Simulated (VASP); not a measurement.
MgO: single point with PBEsol

Crystal: MgO.

```
Mg O
1.0
     0.00000    2.11002    2.11002
     2.11002    0.00000    2.11002
     2.11002    2.11002    0.00000
Mg O
1 1
Cartesian
  0.0000 0.0000 0.0000
  2.1100 2.1100 2.1100
```

```
Program             : VASP 6.6.1
Task                : single point
Functional          : PBEsol
Potentials or basis : VASP PAW PBE potentials, release 64 (Mg, O)
Cutoff              : 600 eV
k mesh              : 14 × 14 × 14
Occupations         : gaussian, width 0.05 eV
Spin                : no spin polarisation
```

```json
{
  "Pressure": "-1.4 GPa",
  "Band gap on the k mesh": "4.58 eV"
}
```

Levels at points of the mesh, in eV from the valence-band top:
```tsv
k point	band 2	band 3	band 4	band 5	band 6	band 7
(0.00, 0.00, 0.00)	0.00	0.00	0.00	4.58	15.60	15.60
(0.50, 0.00, 0.00)	-4.66	-0.66	-0.66	7.71	12.44	16.12
(0.50, 0.50, 0.00)	-4.12	-1.36	-1.36	8.92	9.82	12.91
```

Wall time 25 s on 1 thread of Intel Xeon 8259CL, with other jobs on the host, peak memory 0.15 GiB.

Caveat: the PAW data sets were made with another functional, which shifts forces and pressure a little. A k mesh can miss the band edges.
